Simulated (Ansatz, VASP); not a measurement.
Two plane-wave programs on Sc

INCAR

```
SYSTEM = Sc
  PREC = Accurate
  ENCUT = 520
  EDIFF = 1E-8
  ISMEAR = -1
  SIGMA = 0.03
  LREAL = .False.
  LASPH = .True.
  NELM = 60
  ALGO = Normal
  ISIF = 2
  LWAVE = .False.
  LCHARG = .False.
  GGA = PS
  LEFG = .True.
  NBANDS = 12
```

Contents of KPOINTS:

```
Automatic mesh
0
Gamma
  12 12 12
  0 0 0
```

Contents of POSCAR:

```
Sc
1.0
    0.0000000000      2.2705000000      2.2705000000
    2.2705000000      0.0000000000      2.2705000000
    2.2705000000      2.2705000000      0.0000000000
Sc
1
Direct
    0.0000000000      0.0000000000      0.0000000000
```

Input for Ansatz:

```yaml
crystal:
  lattice:
    - [0.0, 2.2705, 2.2705]
    - [2.2705, 0.0, 2.2705]
    - [2.2705, 2.2705, 0.0]
  atoms:
    - { symbol: Sc, position: [0.0, 0.0, 0.0] }
kpoints:
  mp_grid: { grid: [12, 12, 12] }
  band_path:
    path:
      - [0.0, 0.0, 0.0]
      - [0.5, 0.0, 0.5]
      - [0.625, 0.25, 0.625]
      - [0.375, 0.375, 0.75]
      - [0.0, 0.0, 0.0]
      - [0.5, 0.5, 0.5]
      - [0.5, 0.25, 0.75]
      - [0.5, 0.0, 0.5]
    npoints: 14
scf:
  occupations: { method: fermi_dirac, width: 0.03 }
hamiltonian:
  xc: pbesol
  pseudopotentials: { kind: paw }
output:
  forces: true
  stress: true
  eigenvalues: true
  efg: { contact_densities: true }
  populations: true
  bader: true
  dos: { projected: true, de: 0.2, e_range: [-14, 8] }
  write_density: true
  write_potential: true
  elf: true
  volumetric_format: npy
```

Alike in both runs: task electric field gradients; functional PBEsol; k mesh 12 × 12 × 12; occupations fermi-dirac, width 0.03 eV; no spin polarisation.

|  | VASP | Ansatz |
| --- | --- | --- |
| version | VASP 6.6.1 | Ansatz 0.2.0 |
| potentials or method | VASP PAW PBE potentials, release 64 (Sc_sv) | PAW with Ansatz's default frozen-core files, scalar-relativistic |
| plane-wave cutoff (eV) | 520 | 420 |
| valence electrons in the cell | 11 | 11 |

|  | VASP | Ansatz | Ansatz less VASP |
| --- | --- | --- | --- |
| pressure (GPa) | 0.5 | 0.5 | 0.00 |

VASP's potentials were made for PBE, not for PBEsol. The functional is the same, so the differences come from potentials, cutoffs and numerics.
